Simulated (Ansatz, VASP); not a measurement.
## Mg2O: VASP beside Ansatz

INCAR

```
SYSTEM = Mg2O
PREC = Accurate
ENCUT = 520
EDIFF = 1E-6
ISMEAR = 0
SIGMA = 0.1
LREAL = .FALSE.
LASPH = .TRUE.
NELM = 150
ALGO = Normal
ISIF = 2
LWAVE = .FALSE.
LCHARG = .FALSE.
ISPIN = 2
MAGMOM = 0 0 1
LORBIT = 11
GGA = PE
NBANDS = 16
```

The input KPOINTS:

```
Automatic mesh
0
G
  6 6 6
  0 0 0
```

Contents of POSCAR:

```
Mg2O
1.0
    4.0848572951      0.0000000000      0.0000000000
   -2.0424286476      3.5375901885      0.0000000000
    0.0000000000      0.0000000000      2.8731423849
Mg O
2 1
Direct
    0.3333333333      0.6666666667      0.5000000000
    0.6666666667      0.3333333333      0.5000000000
    0.0000000000      0.0000000000      0.0000000000
```

Input for Ansatz:

```yaml
crystal:
  lattice:
    - [4.0848572951, 0.0, 0.0]
    - [-2.0424286476, 3.5375901885, 0.0]
    - [0.0, 0.0, 2.8731423849]
  atoms:
    - { symbol: Mg, position: [0.3333333333, 0.6666666667, 0.5] }
    - { symbol: Mg, position: [0.6666666667, 0.3333333333, 0.5] }
    - { symbol: O, position: [0.0, 0.0, 0.0], spin: 1.0 }
basis:
  ecutwfc: 420
kpoints:
  mp_grid: { grid: [6, 6, 6] }
hamiltonian:
  xc: pbe
scf:
  occupations: { method: gaussian, width: 0.1 }
  lower_state_search: "off"
output:
  forces: true
  stress: true
  eigenvalues: true
  populations: true
magnetization:
  spin_polarized: true
```

Alike in both runs: task single point; functional PBE; k mesh 6 × 6 × 6; occupations gaussian, width 0.1 eV; collinear spin.

|  | VASP | Ansatz |
| --- | --- | --- |
| version | VASP 6.6.1 | Ansatz 0.2.0 |
| potentials or method | VASP PAW PBE potentials, release 64 (Mg, O), cutoff 520 eV | scalar-relativistic, plane waves, PAW |
| valence electrons in the cell | 10 | 26 |

|  | VASP | Ansatz | Ansatz less VASP |
| --- | --- | --- | --- |
| gap on the k mesh at the Fermi level (eV) | none | none | - |
| pressure (GPa) | 15.0 | 15.1 | +0.08 |
| traceless stress, the component that is largest in VASP (GPa) | -7.63 | -7.50 | +0.125 |
| net moment per atom (μB) | 0.00 | 0.00 | 0.000 |

A gap of «none» marks a metal or a gap that the smearing closes. VASP's potentials hold 10 valence electrons a cell and Ansatz's 26, so a difference there can come from the potentials and not from the codes. Ansatz's warnings: seeded moment not kept.

The k mesh is coarse, so the values compare programs but aren't converged.
